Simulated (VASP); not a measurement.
Crystal: HfH3.

```
CELL_PARAMETERS angstrom
3.08455 0.00000 0.00000
0.00000 3.08455 0.00000
0.00000 0.00000 3.08455
ATOMIC_POSITIONS crystal
Hf 0.00000 0.00000 0.00000
H 0.00000 0.50000 0.50000
H 0.50000 0.00000 0.50000
H 0.50000 0.50000 0.00000
```

- Program: VASP 6.6.1
- Task: relaxation of cell and atoms
- Functional: PBEsol
- Dispersion: D3(BJ)
- Potentials or basis: VASP PAW PBE potentials, release 64 (Hf_pv, H)
- Cutoff: 600 eV
- k mesh: 6 × 6 × 6
- Occupations: methfessel-paxton, width 0.05 eV
- Spin: no spin polarisation

At the start: pressure -7.4 GPa; volume 7.34 Å³/atom.

**Question.** How do energy, volume and symmetry change on relaxing?

**Answer.** Over 3 steps the energy falls by 8.9 meV/atom and the volume is 6.97 Å³/atom (-5.0 %); space group Pm-3m (No. 221, to 0.05 Å).

Step by step:
```
step  energy change (eV)  largest force (eV/Å)  pressure (GPa)  volume (Å³)
   1              0.0000                0.0000           -7.36        29.35
   2             -0.0356                0.0000           -0.41        27.94
   3             -0.0358                0.0000           -0.05        27.87
```

Final structure:
```xyz
4
Lattice="3.0318 0.0000 0.0000 0.0000 3.0318 0.0000 0.0000 0.0000 3.0318" Properties=species:S:1:pos:R:3 pbc="T T T"
Hf    0.0000    0.0000    0.0000
H     0.0000    1.5159    1.5159
H     1.5159    0.0000    1.5159
H     1.5159    1.5159    0.0000
```

Caveat: the PAW data sets were made with another functional, which shifts forces and pressure a little; pairwise dispersion overbinds metals, which lowers pressure and volume.
